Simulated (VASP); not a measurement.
# K8MgZn7F24 (P1) in VASP: a series of runs

The runs below take K8MgZn7F24 through single point, with HSE06, PBEsol.

All numbers are computed with VASP 6.6.1; they aren't measurements. Logs are shortened: lines on timing, memory, paths and dates and some standing lists are left out, and cuts for length are marked.

## (1) The cell of the first run

The typed cell holds 40 atoms: a = 8.090 Å, b = 8.090 Å, c = 8.090 Å, α = 90.00°, β = 90.00°, γ = 90.00°.

## (2) Single point, HSE06

Contents of POSCAR:

```
K8MgZn7F24
1.0
    8.0900540000      0.0000000000      0.0000000000
    0.0000000000      8.0900540000      0.0000000000
    0.0000000000      0.0000000000      8.0900540000
K Zn Mg F
8 7 1 24
Direct
    0.0002240000      0.9999020000      0.0001220000
    0.0002590000      0.9998270000      0.4999310000
    0.0002050000      0.4996330000      0.0001340000
    0.0002830000      0.4997440000      0.4998910000
    0.5003540000      0.9998150000      0.0000650000
    0.5004350000      0.9998120000      0.4999150000
    0.5003740000      0.4996970000      0.0000870000
    0.5004110000      0.4997230000      0.4998850000
    0.2503780000      0.2498310000      0.2500180000
    0.2503670000      0.2497540000      0.7500160000
    0.2503300000      0.7498340000      0.2500170000
    0.7504200000      0.2496960000      0.2500860000
    0.7503220000      0.2497800000      0.7500450000
    0.7503350000      0.7497010000      0.2499780000
    0.7503370000      0.7497640000      0.7500230000
    0.2502350000      0.7497460000      0.7500310000
    0.2512450000      0.2487940000      0.9999100000
    0.2497060000      0.2508130000      0.5001390000
    0.2508960000      0.7505990000      0.9972380000
    0.2497450000      0.7490240000      0.5028220000
    0.7497320000      0.2499620000      0.0000350000
    0.7512480000      0.2493910000      0.5000580000
    0.7496120000      0.7493770000      0.9999180000
    0.7509540000      0.7499850000      0.5001160000
    0.0004260000      0.2509250000      0.2492800000
    0.0005060000      0.2494440000      0.7508360000
    0.0004860000      0.7485000000      0.2493550000
    0.0030890000      0.7501760000      0.7507010000
    0.5004160000      0.2485190000      0.2508000000
    0.5002490000      0.2500450000      0.7493070000
    0.5001840000      0.7509180000      0.2506470000
    0.4975570000      0.7493550000      0.7493120000
    0.2491610000      0.9996490000      0.2509510000
    0.2505750000      0.9969880000      0.7490360000
    0.2516350000      0.4999290000      0.2491290000
    0.2501430000      0.5025470000      0.7510070000
    0.7515710000      0.9996880000      0.2497620000
    0.7499740000      0.9996250000      0.7503250000
    0.7492360000      0.4997260000      0.2503250000
    0.7507260000      0.4998570000      0.7497290000
```

Contents of INCAR.step1:

```
ALGO     = Normal         # electronic algorithm
EDIFF    = 1E-5           # SCF threshold, eV
ENCUT    = 520            # plane-wave cutoff, eV
GGA      = PE             # functional
ISIF     = 2              # what is computed and relaxed
ISMEAR   = -1             # smearing method
LASPH    = True           # aspherical terms in the spheres
LREAL    = Auto         
LWAVE    = True           # write WAVECAR
NBANDS   = 189            # bands
NELM     = 80             # most SCF steps
PREC     = Accurate       # precision mode
SIGMA    = 0.05           # smearing width, eV
```

Contents of INCAR.step2:

```
ALGO     = Normal         # electronic algorithm
EDIFF    = 1E-7           # SCF threshold, eV
ENCUT    = 520            # plane-wave cutoff, eV
GGA      = PE             # functional
HFSCREEN = 0.2079         # screening, 1/A
ISIF     = 2              # what is computed and relaxed
ISMEAR   = -1             # smearing method
ISTART   = 1            
LASPH    = True           # aspherical terms in the spheres
LCHARG   = True           # write CHGCAR
LELF     = True           # ELF
LHFCALC  = True           # exact exchange
LREAL    = Auto         
LVHAR    = True         
LWAVE    = False          # write WAVECAR
NBANDS   = 189            # bands
NELM     = 80             # most SCF steps
PREC     = Accurate       # precision mode
PRECFOCK = Fast         
SIGMA    = 0.05           # smearing width, eV
```

Contents of KPOINTS:

```
k-points
0
Gamma
  1 1 1
```

Potentials or basis: VASP PAW PBE potentials, release 64 (K_sv, Zn, Mg, F).

Started as:

```
> cat potpaw_PBE.64/K_sv/POTCAR potpaw_PBE.64/Zn/POTCAR potpaw_PBE.64/Mg/POTCAR potpaw_PBE.64/F/POTCAR > POTCAR
> cp INCAR.step1 INCAR
> mpirun -np 1 vasp_gam > vasp.out
> cp INCAR.step2 INCAR
> mpirun -np 1 vasp_gam > vasp.out
```

OUTCAR:

```text
EDIFF = 1E-7
   ENCUT = 520
   GGA = PE
   HFSCREEN = 0.2079
   ISIF = 2
   ISMEAR = -1
   ISTART = 1
   LASPH = True
   LHFCALC = True
   LREAL = Auto
   NELM = 80
   PREC = Accurate
   PRECFOCK = Fast

 ion  position               nearest neighbor table
   1  0.000  1.000  0.000-  37 2.85  26 2.85  28 2.86  16 3.50
   2  0.000  1.000  0.500-  33 2.85  22 2.85  37 2.85  24 2.86  34 2.86  16 3.50
   3  0.000  0.500  0.000-  25 2.85  27 2.85  36 2.86  26 2.86  16 3.50
   4  0.000  0.500  0.500-  18 2.85  20 2.85  27 2.86  22 2.86  40 2.86  25 2.86  24 2.86  16 3.50

   5  0.500  1.000  0.000-  17 2.85  19 2.85  38 2.86  29 2.86  31 2.86  21 2.86  16 3.50
   6  0.500  1.000  0.500-  29 2.85  31 2.85  34 2.85  30 2.86  16 3.50
   7  0.500  0.500  0.000-  35 2.85  23 2.85  21 2.86  39 2.86  36 2.86  16 3.50
   8  0.500  0.500  0.500-  39 2.85  32 2.85  30 2.86  35 2.86  18 2.86  16 3.50
   9  0.250  0.250  0.250-  25 2.02  29 2.02  35 2.02  17 2.02  18 2.02  33 2.02
  10  0.250  0.250  0.750-  26 2.02  18 2.02  30 2.02  17 2.02  34 2.04  36 2.05
  11  0.250  0.750  0.250-  33 2.02  27 2.02  31 2.02  35 2.02  19 2.05  20 2.05
  12  0.750  0.250  0.250-  22 2.02  29 2.02  25 2.02  37 2.02  39 2.02  21 2.02
  13  0.750  0.250  0.750-  22 2.02  21 2.02  30 2.02  40 2.02  38 2.02  26 2.02
  14  0.750  0.750  0.250-  39 2.02  37 2.02  23 2.02  24 2.02  27 2.02  31 2.02
  15  0.750  0.750  0.750-  38 2.02  23 2.02  40 2.02  24 2.02  28 2.04  32 2.05
  16  0.250  0.750  0.750-  28 2.00  36 2.00  19 2.00  20 2.00  34 2.00  32 2.00   4 3.50   2 3.50
                             5 3.50   7 3.50   3 3.50   1 3.50   8 3.50   6 3.50
  17  0.251  0.249  1.000-  10 2.02   9 2.02   5 2.85
  18  0.250  0.251  0.500-  10 2.02   9 2.02   4 2.85   8 2.86
  19  0.251  0.751  0.997-  16 2.00  11 2.05   5 2.85
  20  0.250  0.749  0.503-  16 2.00  11 2.05   4 2.85
  21  0.750  0.250  0.000-  13 2.02  12 2.02   7 2.86   5 2.86
  22  0.751  0.249  0.500-  12 2.02  13 2.02   2 2.85   4 2.86
  23  0.750  0.749  1.000-  15 2.02  14 2.02   7 2.85
  24  0.751  0.750  0.500-  15 2.02  14 2.02   2 2.86   4 2.86
  25  0.000  0.251  0.249-   9 2.02  12 2.02   3 2.85   4 2.86
  26  0.001  0.249  0.751-  10 2.02  13 2.02   1 2.85   3 2.86
  27  0.000  0.748  0.249-  11 2.02  14 2.02   3 2.85   4 2.86
  28  0.003  0.750  0.751-  16 2.00  15 2.04   1 2.86
  29  0.500  0.249  0.251-  12 2.02   9 2.02   6 2.85   5 2.86
  30  0.500  0.250  0.749-  10 2.02  13 2.02   8 2.86   6 2.86
  31  0.500  0.751  0.251-  11 2.02  14 2.02   6 2.85   5 2.86
  32  0.498  0.749  0.749-  16 2.00  15 2.05   8 2.85
  33  0.249  1.000  0.251-  11 2.02   9 2.02   2 2.85
  34  0.251  0.997  0.749-  16 2.00  10 2.04   6 2.85   2 2.86
  35  0.252  0.500  0.249-  11 2.02   9 2.02   7 2.85   8 2.86
  36  0.250  0.503  0.751-  16 2.00  10 2.05   3 2.86   7 2.86
  37  0.752  1.000  0.250-  14 2.02  12 2.02   1 2.85   2 2.85
  38  0.750  1.000  0.750-  15 2.02  13 2.02   5 2.86
  39  0.749  0.500  0.250-  14 2.02  12 2.02   8 2.85   7 2.86
  40  0.751  0.500  0.750-  15 2.02  13 2.02   4 2.86

  LATTYP: Found a simple cubic cell.
 ALAT       =     8.0900540000

[... 207 lines left out ...]
  Thomas-Fermi vector in A             =   2.516432
   LORBIT       =      0    0 simple, 1 ext, 2 COOP (PROOUT), +10 PAW based schemes
   GGA     = PE    functional components
   LHFCALC =     T    Hartree Fock is set to
   PRECFOCK=fast      Normal, Fast or Accurate (Low or Medium for compatibility)
   ENCUT4O =  -1.0   cutoff for four orbital integrals eV
   NKREDX  =     1    reduce k-point grid by
   NKREDY  =     1    reduce k-point grid by
   NKREDZ  =     1    reduce k-point grid by
   AEXX    =    0.2500 exact exchange contribution
   HFSCREEN=    0.2079 screening length (either q_TF or 0.3 A-1)
   HFSCREENC=   0.2079 screening length for correlation (either q_TF or 0.3 A-1)
   ENCUTFOCK=  -1.0 apply spherical cutoff to Coloumb kernel
   IVDW    =     0    specifies the selected vdW correction
   LEPSILON=     F    determine dielectric tensor
   LRPA    =     F    only Hartree local field effects (RPA)
 non-spin polarized calculation
  energy-cutoff  :      520.00
  volume of cell :      529.49
 maximum number of plane-waves:      7122
  NGX = 32; NGY = 32; NGZ = 32

 number of electron     325.9999903 magnetization

 Free energy of the ion-electron system (eV)
  ---------------------------------------------------
  ext. energy  EPLUGINS =         0.00000000
  ---------------------------------------------------
  free energy    TOTEN  =      -209.50824818 eV

  energy without entropy =     -209.50824818  energy(sigma->0) =     -209.50824818

 E-fermi :  -1.2008     XC(G=0):  -8.0695

 val. band max:       -2.4569977429   @ k =   0.0000   0.0000   0.0000
 cond. band min:       3.9871136949   @ k =   0.0000   0.0000   0.0000
 fundamental gap:      6.4441114378
 Fermi energy:        -1.2007675622

 k-point     1 :       0.0000    0.0000    0.0000
  band No.  band energies     occupation
      1     -30.9250      2.00000
      2     -30.9011      2.00000
      3     -30.9001      2.00000
      4     -30.8999      2.00000
      5     -30.8837      2.00000
      6     -30.8828      2.00000
[... 167 lines left out ...]
    174       8.4897      0.00000
    175       8.4897      0.00000
 [bands above 175 left out]

------------------------ aborting loop because EDIFF is reached ----------------------------------------

  FORCE on cell =-STRESS in cart. coord.  units (eV):
  Direction    XX          YY          ZZ          XY          YZ          ZX
  --------------------------------------------------------------------------------------
  -------------------------------------------------------------------------------------
  Total        5.9879068      5.9988869      6.0198169      0.0204479     -0.0002437     -0.0101344
  in kB       18.1188801     18.1521051     18.2154373      0.0618737     -0.0007375     -0.0306658
  external PRESSURE =      18.1621408 kB  Pullay stress =       0.0000000 kB

 VOLUME and BASIS-vectors are now :
 -----------------------------------------------------------------------------
  energy-cutoff  :      520.00
  volume of cell :      529.49
      direct lattice vectors                 reciprocal lattice vectors
     8.090054000  0.000000000  0.000000000     0.123608569  0.000000000  0.000000000
     0.000000000  8.090054000  0.000000000     0.000000000  0.123608569  0.000000000
     0.000000000  0.000000000  8.090054000     0.000000000  0.000000000  0.123608569

 POSITION                                       TOTAL-FORCE (eV/Angst)
 -----------------------------------------------------------------------------------
      0.00181      8.08926      0.00099         0.013311     -0.010925     -0.005474
      0.00210      8.08865      4.04447         0.013786     -0.010892      0.007379
      0.00166      4.04206      0.00108         0.008080      0.008076     -0.008309
      0.00229      4.04296      4.04415         0.007233      0.006908      0.009595
      4.04789      8.08856      0.00053        -0.004951     -0.008032     -0.006773
      4.04855      8.08853      4.04434        -0.009056     -0.007392      0.008380
[... 32 lines left out ...]
      6.06136      4.04281      2.02514         0.004633      0.004178     -0.001791
      6.07341      4.04387      6.06535        -0.004768      0.017948      0.001813
 -----------------------------------------------------------------------------------
    total drift:                               -0.015642      0.011536     -0.007033

  FREE ENERGIE OF THE ION-ELECTRON SYSTEM (eV)
  ---------------------------------------------------
  free  energy   TOTEN  =      -209.5082481752 eV

  energy  without entropy=     -209.5082481751  energy(sigma->0) =     -209.50824818
```

Run time: 16 min. Hardware: 1 thread of Intel Xeon Platinum 8375C at 2.90GHz (Ice Lake), shared host; peak memory 0.67 GiB.

Results:

```yaml
Free_energy: -209.5082 eV
Pressure: 1.8 GPa
Largest_force: 0.158 eV/Å
Band_gap_on_the_k_mesh: 6.44 eV
```

Forces on the atoms (eV/Å):
```
K    0.013 -0.011 -0.005
K    0.014 -0.011  0.007
K    0.008  0.008 -0.008
K    0.007  0.007  0.010
K   -0.005 -0.008 -0.007
K   -0.009 -0.007  0.008
K   -0.007  0.008 -0.008
K   -0.008  0.008  0.010
Zn   0.002 -0.003  0.001
Zn  -0.002  0.001  0.000
Zn  -0.001 -0.003  0.000
Zn  -0.004  0.002 -0.004
Zn   0.003 -0.002  0.000
Zn  -0.002  0.002  0.003
Zn  -0.004  0.000 -0.001
Mg   0.012 -0.001  0.000
F   -0.003  0.003 -0.015
F    0.001 -0.007  0.014
F   -0.001 -0.001 -0.157
F   -0.001  0.000  0.155
F    0.003  0.001 -0.002
F   -0.006  0.002  0.004
F    0.005  0.005 -0.016
F   -0.005  0.000  0.015
F    0.001 -0.004  0.003
F    0.013  0.002 -0.005
F    0.013  0.004  0.001
F    0.156 -0.004 -0.004
F   -0.005  0.004  0.000
F   -0.017 -0.001  0.006
F   -0.014 -0.005 -0.003
F   -0.158  0.003  0.005
F    0.004 -0.010 -0.004
F    0.001 -0.158  0.007
F   -0.003  0.014  0.000
F   -0.003  0.154 -0.006
F   -0.003 -0.004 -0.001
F    0.001 -0.010 -0.003
F    0.005  0.004 -0.002
F   -0.005  0.018  0.002
```

Caveat: the k points lie up to 0.78 Å⁻¹ apart; the PAW data sets were made with another functional, which shifts forces and pressure a little.

[end of part 1 of 2]
